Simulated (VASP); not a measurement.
# CsH (Fm-3m) in VASP: notebook, part 2 of 2

VASP 6.6.1.

### Step 4. Relaxation of cell and atoms, PBEsol, target pressure 10 GPa, at which the enthalpy is minimised

Input file INCAR:

```
SYSTEM = CsH
PREC = Accurate
ENCUT = 600
EDIFF = 1E-6
ISMEAR = 0
SIGMA = 0.02
LREAL = .False.
LASPH = .True.
NELM = 80
ALGO = Normal
ISIF = 3
LWAVE = .False.
LCHARG = .False.
GGA = PS
IBRION = 2
NSW = 50
EDIFFG = -0.03
PSTRESS = 100.0
```

Input file KPOINTS:

```
regular mesh
0
Gamma
  6 6 6
  0 0 0
```

Input file POSCAR:

```
CsH
1.0
    0.0000000000      3.1050000000      3.1050000000
    3.1050000000      0.0000000000      3.1050000000
    3.1050000000      3.1050000000      0.0000000000
Cs H
1 1
Direct
    0.0000000000      0.0000000000      0.0000000000
    0.5000000000      0.5000000000      0.5000000000
```

Potentials or basis: VASP PAW PBE potentials, release 64 (Cs_sv, H).

Started as:

```console
$ cat potpaw_PBE.64/Cs_sv/POTCAR potpaw_PBE.64/H/POTCAR > POTCAR
$ mpirun -np 1 vasp_std > vasp.out
```

OUTCAR:

```text
SYSTEM = CsH
   PREC = Accurate
   ENCUT = 600
   EDIFF = 1E-6
   ISMEAR = 0
   LREAL = .False.
   LASPH = .True.
   NELM = 80
   ISIF = 3
   GGA = PS
   IBRION = 2
   NSW = 50
   EDIFFG = -0.03
   PSTRESS = 100.0

 ion  position               nearest neighbor table
   1  0.000  0.000  0.000-
   2  0.500  0.500  0.500-

  LATTYP: Found a face centered cubic cell.
 ALAT       =     6.2100000000

  Lattice vectors:

 A1 = (   0.0000000000,   3.1050000000,   3.1050000000)
 A2 = (   3.1050000000,   0.0000000000,   3.1050000000)
 A3 = (   3.1050000000,   3.1050000000,   0.0000000000)

Analysis of symmetry for initial positions (statically):
=====================================================================
 Subroutine PRICEL returns:
 Original cell was already a primitive cell.

 Routine SETGRP: Setting up the symmetry group for a
 face centered cubic supercell.

 Subroutine GETGRP returns: Found 48 space group operations
 (whereof 48 operations were pure point group operations)
 out of a pool of 48 trial point group operations.

The static configuration has the point symmetry O_h .

Analysis of symmetry for dynamics (positions and initial velocities):
=====================================================================
 Subroutine PRICEL returns:
 Original cell was already a primitive cell.

 Routine SETGRP: Setting up the symmetry group for a
 face centered cubic supercell.

 Subroutine GETGRP returns: Found 48 space group operations
 (whereof 48 operations were pure point group operations)
 out of a pool of 48 trial point group operations.

The dynamic configuration has the point symmetry O_h .

 Subroutine INISYM returns: Found 48 space group operations
 (whereof 48 operations are pure point group operations),
 and found     1 'primitive' translations

----------------------------------------------------------------------------------------

                                     Primitive cell

  volume of cell :      59.8708

  direct lattice vectors                    reciprocal lattice vectors
     0.000000000  3.105000000  3.105000000    -0.161030596  0.161030596  0.161030596
     3.105000000  0.000000000  3.105000000     0.161030596 -0.161030596  0.161030596
     3.105000000  3.105000000  0.000000000     0.161030596  0.161030596 -0.161030596

  length of vectors
     4.391133111  4.391133111  4.391133111     0.278913174  0.278913174  0.278913174

  position of ions in fractional coordinates (direct lattice)
     0.000000000  0.000000000  0.000000000
     0.500000000  0.500000000  0.500000000

  ion indices of the primitive-cell ions
   primitive index   ion index
                 1           1
                 2           2

----------------------------------------------------------------------------------------

 KPOINTS: regular mesh

Automatic generation of k-mesh.
 Grid dimensions read from file:
 generate k-points for:    6    6    6

 Generating k-lattice:

  Cartesian coordinates                     Fractional coordinates (reciprocal lattice)
    -0.026838433  0.026838433  0.026838433     0.166666667  0.000000000  0.000000000
     0.026838433 -0.026838433  0.026838433     0.000000000  0.166666667  0.000000000
     0.026838433  0.026838433 -0.026838433     0.000000000  0.000000000  0.166666667

  Length of vectors
     0.046485529  0.046485529  0.046485529

  Shift w.r.t. Gamma in fractional coordinates (k-lattice)
     0.000000000  0.000000000  0.000000000

 Subroutine IBZKPT returns following result:
 ===========================================

 Found     16 irreducible k-points:

 Following reciprocal coordinates:
            Coordinates               Weight
  0.000000  0.000000  0.000000      1.000000
  0.166667  0.000000  0.000000      8.000000
  0.333333  0.000000  0.000000      8.000000
  0.500000  0.000000  0.000000      4.000000
  0.166667  0.166667  0.000000      6.000000
  0.333333  0.166667  0.000000     24.000000
[... 8 lines left out ...]
 -0.333333  0.333333  0.166667     24.000000
 -0.333333  0.500000  0.166667     12.000000
   k-points           NKPTS =     16   k-points in BZ     NKDIM =     16   number of bands    NBANDS=      9
   number of dos      NEDOS =    301   number of ions     NIONS =      2
   total plane-waves  NPLWV =  46656
   dimension x,y,z NGX =    36 NGY =   36 NGZ =   36
   dimension x,y,z NGXF=    72 NGYF=   72 NGZF=   72
   ions per type =               1   1
   NGX,Y,Z   is equivalent  to a cutoff of  13.63, 13.63, 13.63 a.u.
   NGXF,Y,Z  is equivalent  to a cutoff of  27.26, 27.26, 27.26 a.u.
 SYSTEM =  CsH
   PREC   = accura    normal or accurate (medium, high low for compatibility)
   ISTART =      0    job   : 0-new  1-cont  2-samecut
   ICHARG =      2    charge: 1-file 2-atom 10-const
   ISPIN  =      1    spin polarized calculation?
   LNONCOLLINEAR =      F non collinear calculations
   LSORBIT =      F    spin-orbit coupling
   LASPH  =      T    aspherical Exc in radial PAW
   ENCUT  =  600.0 eV  44.10 Ry    6.64 a.u.   8.77  8.77  8.77*2*pi/ulx,y,z
   NELM   =     80;   NELMIN=  2; NELMDL= -5     # of ELM steps
   EDIFF  = 0.1E-05   stopping-criterion for ELM
   LREAL  =      F    real-space projection
   EDIFFG = -.3E-01   stopping-criterion for IOM
   NSW    =     50    number of steps for IOM
   IBRION =      2    ionic relax: 0-MD 1-quasi-New 2-CG
   NFREE  =      1    steps in history (QN), initial steepest desc. (CG)
   ISIF   =      3    stress and relaxation
   ISYM   =      2    0-nonsym 1-usesym 2-fastsym
   POTIM  = 0.5000    time-step for ionic-motion
   TEBEG  =    0.0;   TEEND  =   0.0 temperature during run
   PSTRESS=  100.0 pullay stress
   NELECT =      10.0000    total number of electrons
   NUPDOWN=      -1.0000    fix difference up-down
   EMIN   =  10.00;   EMAX   =-10.00  energy-range for DOS
   EFERMI =   0.00;   METHOD = LEGACY
   ISMEAR =     0;   SIGMA  =   0.02  broadening in eV -4-tet -1-fermi 0-gaus
   EFERMI_NEDOS =   21; number of points for ismear=-14 and -15
   IALGO  =     38    algorithm
   IMIX   =      4    mixing-type and parameters
     AMIX     =   0.40;   BMIX     =  1.00
     AMIX_MAG =   1.60;   BMIX_MAG =  1.00
  volume/ion in A,a.u.               =      29.94       202.01
  Fermi-wavevector in a.u.,A,eV,Ry     =   0.901578  1.703735 11.059395  0.812843
  Thomas-Fermi vector in A             =   2.024676
   LORBIT       =      0    0 simple, 1 ext, 2 COOP (PROOUT), +10 PAW based schemes
   GGA     = PS    functional components
   LHFCALC =     F    Hartree Fock is set to
   AEXX    =    0.0000 exact exchange contribution
   IVDW    =     0    specifies the selected vdW correction
   LEPSILON=     F    determine dielectric tensor
   LRPA    =     F    only Hartree local field effects (RPA)
 conjugate gradient relaxation of ions
 non-spin polarized calculation
 Gauss-broadening in eV      SIGMA  =   0.02
  energy-cutoff  :      600.00
  volume of cell :       59.87
 maximum number of plane-waves:      2012
   NGX = 17   NGY = 17   NGZ = 17

--------------------------------------- Ionic step        1  -------------------------------------------

 number of electron      10.0000001 magnetization

 Free energy of the ion-electron system (eV)
  ---------------------------------------------------
  ext. energy  EPLUGINS =         0.00000000
  ---------------------------------------------------
  free energy    TOTEN  =        -4.58750105 eV

  energy without entropy =       -4.58750105  energy(sigma->0) =       -4.58750105

------------------------ aborting loop because EDIFF is reached ----------------------------------------

  FORCE on cell =-STRESS in cart. coord.  units (eV):
  Direction    XX          YY          ZZ          XY          YZ          ZX
  --------------------------------------------------------------------------------------
  -------------------------------------------------------------------------------------
  Total        0.1022627      0.1022627      0.1022627      0.0000000     -0.0000000      0.0000000
  in kB        2.7366121      2.7366121      2.7366121      0.0000000     -0.0000000      0.0000000
  external PRESSURE =     -97.2633879 kB  Pullay stress =     100.0000000 kB
[... 25 lines left out ...]
--------------------------------------- Ionic step        2  -------------------------------------------

 number of electron      10.0000001 magnetization

 E-fermi :   2.3063     XC(G=0):  -8.8802

 val. band max:        2.2145506176   @ k =   0.5000   0.0000   0.0000
 cond. band min:       3.6201743382   @ k =   0.5000   0.0000   0.0000
 fundamental gap:      1.4056237206
 Fermi energy:         2.3062757462

 k-point     1 :       0.0000    0.0000    0.0000
  band No.  band energies     occupation
      1     -19.8202      2.00000
      2      -5.6272      2.00000
      3      -5.6272      2.00000
      4      -5.6272      2.00000
      5      -0.4223      2.00000
      6       7.0333      0.00000
      7       7.0333      0.00000
      8       7.0333      0.00000
      9       9.2466      0.00000
[... 253 lines left out ...]
--------------------------------------- Ionic step        4  -------------------------------------------

 number of electron      10.0000000 magnetization

 Free energy of the ion-electron system (eV)
  ---------------------------------------------------
  ext. energy  EPLUGINS =         0.00000000
  ---------------------------------------------------
  free energy    TOTEN  =        -4.10639517 eV

  energy without entropy =       -4.10639517  energy(sigma->0) =       -4.10639517

 E-fermi :   3.4473     XC(G=0):  -9.5076

 val. band max:        3.2952897481   @ k =   0.5000   0.0000   0.0000
 cond. band min:       4.3271099310   @ k =   0.5000   0.0000   0.0000
 fundamental gap:      1.0318201829
 Fermi energy:         3.4472697354

 k-point     1 :       0.0000    0.0000    0.0000
  band No.  band energies     occupation
      1     -19.2200      2.00000
      2      -4.5730      2.00000
      3      -4.5730      2.00000
      4      -4.5730      2.00000
      5       0.3642      2.00000
      6       7.8866      0.00000
      7       7.8866      0.00000
      8       7.8866      0.00000
      9      10.8309      0.00000
[... 211 lines left out ...]
  energy  without entropy=       -4.1063951744  energy(sigma->0) =       -4.10639517

  enthalpy is  TOTEN    =        -1.6282570429 eV   P V=        2.4781381315

 reached required accuracy - stopping structural energy minimisation
```

OSZICAR:

```text
N       E                     dE             d eps       ncg     rms          rms(c)
DAV:   1     0.496432477659E+02    0.49643E+02   -0.48049E+03   288   0.104E+03
DAV:   2    -0.205402695311E+01   -0.51697E+02   -0.48658E+02   398   0.136E+02
DAV:   3    -0.532522764737E+01   -0.32712E+01   -0.32695E+01   325   0.415E+01
[... 35 lines left out ...]
DAV:   3    -0.410644092489E+01    0.83739E-02   -0.33579E-02   289   0.114E+00    0.852E-02
DAV:   4    -0.410639278356E+01    0.48141E-04   -0.36079E-04   288   0.166E-01    0.417E-02
DAV:   5    -0.410639688435E+01   -0.41008E-05   -0.61245E-05   298   0.539E-02    0.125E-02
DAV:   6    -0.410639506873E+01    0.18156E-05   -0.23727E-06   307   0.981E-03    0.718E-03
DAV:   7    -0.410639517437E+01   -0.10564E-06   -0.49805E-07   146   0.550E-03
   4 F= -.16282570E+01 E0= -.16282570E+01  d E =-.777594E+00
```

CONTCAR:

```text
CsH
   1.00000000000000
     0.0000000000000000    2.7077092734179806    2.7077092734179806
     2.7077092734179806   -0.0000000000000000    2.7077092734179806
     2.7077092734179806    2.7077092734179806    0.0000000000000000
  Cs              H
     1     1
Direct
     0.0000000000000000    0.0000000000000000    1.0000000000000000
     0.5000000000000000    0.5000000000000000    0.5000000000000000

  0.00000000E+00  0.00000000E+00  0.00000000E+00
  0.00000000E+00  0.00000000E+00  0.00000000E+00
```

Run time: 70 s. Hardware: 1 thread of Intel Xeon 8259CL, shared host; peak memory 0.21 GiB.

What came out:

* Free energy: -4.1064 eV
* Relaxed volume: 19.85 Å³/atom
* Relaxed cell: a = 3.829 Å, b = 3.829 Å, c = 3.829 Å, α = 60.00°, β = 60.00°, γ = 60.00°
* Space group after relaxing (to 0.1 Å): Fm-3m (No. 225)
* Energy change on relaxing (the run minimises the enthalpy): +240.6 meV/atom
* Ionic steps: 4
* Pressure after relaxing: 10.1 GPa
* Band gap on the k mesh: 1.03 eV

The path:
| step | energy change (eV) | largest force (eV/Å) | pressure (GPa) | volume (Å³) |
| --- | --- | --- | --- | --- |
| 1 | 0.0000 | 0.0000 | 0.27 | 59.87 |
| 2 | 0.2111 | 0.0000 | 5.40 | 45.46 |
| 3 | 0.4169 | 0.0000 | 9.00 | 40.79 |
| 4 | 0.4811 | 0.0000 | 10.06 | 39.70 |

Final structure:
```
CELL_PARAMETERS angstrom
0.00000 2.70771 2.70771
2.70771 0.00000 2.70771
2.70771 2.70771 0.00000
ATOMIC_POSITIONS crystal
Cs 0.00000 0.00000 0.00000
H 0.50000 0.50000 0.50000
```

Levels at points of the mesh, in eV from the valence-band top:
```
           k point  band 1  band 2  band 3  band 4  band 5  band 6  band 7  band 8  band 9
(0.00, 0.00, 0.00)  -22.52   -7.87   -7.87   -7.87   -2.93    4.59    4.59    4.59    7.54
(0.50, 0.00, 0.00)  -22.03  -10.80   -8.18   -8.18    0.00    1.03    3.92    3.92    8.70
(0.50, 0.50, 0.00)  -21.88  -10.32   -8.82   -8.82   -3.27    1.30    7.96   10.10   10.38
```

Caveat: the cell is relaxed towards a set pressure, so the run minimises the enthalpy, not the energy; the volume moved by over 15 % at a fixed basis, so the end points are rough; the PAW data sets were made with another functional, which shifts forces and pressure a little; spin-orbit coupling is left out, which moves the levels of the heavy elements. A k mesh can miss the band edges.

### Step 5. Relaxation of cell and atoms, PBEsol, target pressure 20 GPa, at which the enthalpy is minimised

Input file INCAR:

```
PREC = Accurate
ENCUT = 600
EDIFF = 1E-6
ISMEAR = 0
SIGMA = 0.02
LREAL = False
LASPH = True
NELM = 100
ALGO = Normal
ISIF = 3
LWAVE = False
LCHARG = False
GGA = PS
IBRION = 2
NSW = 50
EDIFFG = -0.03
PSTRESS = 200.0
```

Input file KPOINTS:

```
regular mesh
0
Gamma
  6 6 6
```

POSCAR is that of step 4.

Started as:

```console
$ cat potpaw_PBE.64/Cs_sv/POTCAR potpaw_PBE.64/H/POTCAR > POTCAR
$ mpirun -np 1 vasp_std > vasp.out
```

It took 35 s on 1 thread of Intel Xeon 8259CL, shared host; peak memory 0.22 GiB.

Results (log left out):

```
Free energy                                                : -3.5308 eV
Relaxed volume                                             : 16.64 Å³/atom
Relaxed cell                                               : a = 3.610 Å, b = 3.610 Å, c = 3.610 Å, α = 60.00°, β = 60.00°, γ = 60.00°
Space group after relaxing (to 0.1 Å)                      : Fm-3m (No. 225)
Energy change on relaxing (the run minimises the enthalpy) : +528.3 meV/atom
Ionic steps                                                : 2
Pressure after relaxing                                    : 20.0 GPa
Band gap on the k mesh                                     : 0.38 eV (least direct gap 0.55 eV)
```

The path:
```
step  energy change (eV)  largest force (eV/Å)  pressure (GPa)  volume (Å³)
   1              0.0000                0.0000            0.27        59.87
   2              1.0567                0.0000           20.04        33.28
```

Final structure:
```yaml
crystal:
  lattice:
    - [0.00000, 2.55291, 2.55291]
    - [2.55291, 0.00000, 2.55291]
    - [2.55291, 2.55291, 0.00000]
  atoms:
    - { symbol: Cs, position: [0.00000, 0.00000, 0.00000] }
    - { symbol: H, position: [0.50000, 0.50000, 0.50000] }
```

Levels at points of the mesh, in eV from the valence-band top:
| k point | band 1 | band 2 | band 3 | band 4 | band 5 | band 6 | band 7 | band 8 | band 9 |
| --- | --- | --- | --- | --- | --- | --- | --- | --- | --- |
| (0.00, 0.00, 0.00) | -23.37 | -7.86 | -7.86 | -7.86 | -3.18 | 4.26 | 4.26 | 4.26 | 8.30 |
| (0.50, 0.00, 0.00) | -22.52 | -12.10 | -8.32 | -8.32 | 0.00 | 0.55 | 3.49 | 3.49 | 9.39 |
| (0.50, 0.50, 0.00) | -22.25 | -11.42 | -9.28 | -9.28 | -4.33 | 0.38 | 9.40 | 10.91 | 11.24 |

Caveat: the cell is relaxed towards a set pressure, so the run minimises the enthalpy, not the energy; the volume moved by over 15 % at a fixed basis, so the end points are rough; the PAW data sets were made with another functional, which shifts forces and pressure a little; spin-orbit coupling is left out, which moves the levels of the heavy elements.

### Step 6. Overview

```csv
cell,gap on the mesh (eV),pressure (GPa)
relaxed,2.05,0.0
relaxed to 5 GPa,1.43,5.1
relaxed to 10 GPa,1.03,10.1
relaxed to 20 GPa,0.38,20.0
```

Alike in all rows: task relaxation of cell and atoms; level PBEsol; potentials or basis VASP PAW PBE potentials, release 64 (Cs_sv, H); no spin polarisation; k mesh 6 × 6 × 6; cutoff (eV) 600; smearing gaussian 0.02 eV.

Caveats: the PAW data sets were made with another functional, which shifts forces and pressure a little; spin-orbit coupling is left out, which moves the levels of the heavy elements; the cell is relaxed towards a set pressure, so the run minimises the enthalpy, not the energy (at least some runs); the volume moved by over 15 % at a fixed basis, so the end points are rough (at least some runs).

Absolute energies hang on the potentials; compare differences alone.
